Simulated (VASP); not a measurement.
Wanted: the native input for a VASP 6.6.1 run.

| Item | Value |
| --- | --- |
| Task | single point |
| Functional | PBE |
| Potentials or basis | VASP PAW PBE potentials, release 64 (Se, Pt) |
| Cutoff | 520 eV |
| k mesh | 10 × 10 × 1 |
| Occupations | gaussian, width 0.01 eV |
| Spin | no spin polarisation |
| Dipole correction | yes |
| Further INCAR settings | LREAL = Auto; ALGO = Normal; EDIFF = 1e-06; NBANDS = 81 |

The structure of PtSe2 lies in POSCAR:

```
PtSe2
1.0
    3.7270000000      0.0000000000      0.0000000000
   -1.8635000000      3.2276766799      0.0000000000
    0.0000000000      0.0000000000     46.0200000000
Se Pt
12 6
Direct
    0.6666666667      0.3333333333      0.1955671447
    0.3333333333      0.6666666667      0.2524989135
    0.6666666667      0.3333333333      0.3059539331
    0.3333333333      0.6666666667      0.3628857019
    0.6666666667      0.3333333333      0.4163407214
    0.3333333333      0.6666666667      0.4732724902
    0.6666666667      0.3333333333      0.5267275098
    0.3333333333      0.6666666667      0.5836592786
    0.6666666667      0.3333333333      0.6371142981
    0.3333333333      0.6666666667      0.6940460669
    0.6666666667      0.3333333333      0.7475010865
    0.3333333333      0.6666666667      0.8044328553
    0.0000000000      0.0000000000      0.2240330291
    0.0000000000      0.0000000000      0.3344198175
    0.0000000000      0.0000000000      0.4448066058
    0.0000000000      0.0000000000      0.5551933942
    0.0000000000      0.0000000000      0.6655801825
    0.0000000000      0.0000000000      0.7759669709
```

The input as run:

INCAR

```
PREC = Accurate ; ENCUT = 520
EDIFF = 1E-6 ; ISMEAR = 0
SIGMA = 0.01 ; LREAL = Auto
LASPH = T ; NELM = 80
ALGO = Normal ; ISIF = 2
LWAVE = F ; LCHARG = F
LDIPOL = T ; IDIPOL = 3
DIPOL = 0.5 0.5 0.500 ; GGA = PE
NBANDS = 81
```

KPOINTS

```
regular mesh
0
Gamma
  10 10 1
```

Potentials or basis: VASP PAW PBE potentials, release 64 (Se, Pt).

Command:

```console
$ cat potpaw_PBE.64/Se/POTCAR potpaw_PBE.64/Pt/POTCAR > POTCAR
$ mpirun -np 1 vasp_std > vasp.out
```

It gave:

```yaml
Largest_force: 0.243 eV/Å
Band_gap_on_the_k_mesh: zero (bands 66 and 67 overlap by 0.37 eV)
```

Caveat: spin-orbit coupling is left out, which moves the levels of the heavy elements.

Run time: 13 min on 1 thread of Intel(R) Xeon(R) 6975P-C (Granite Rapids), with other jobs on the host, peak memory 0.79 GiB.
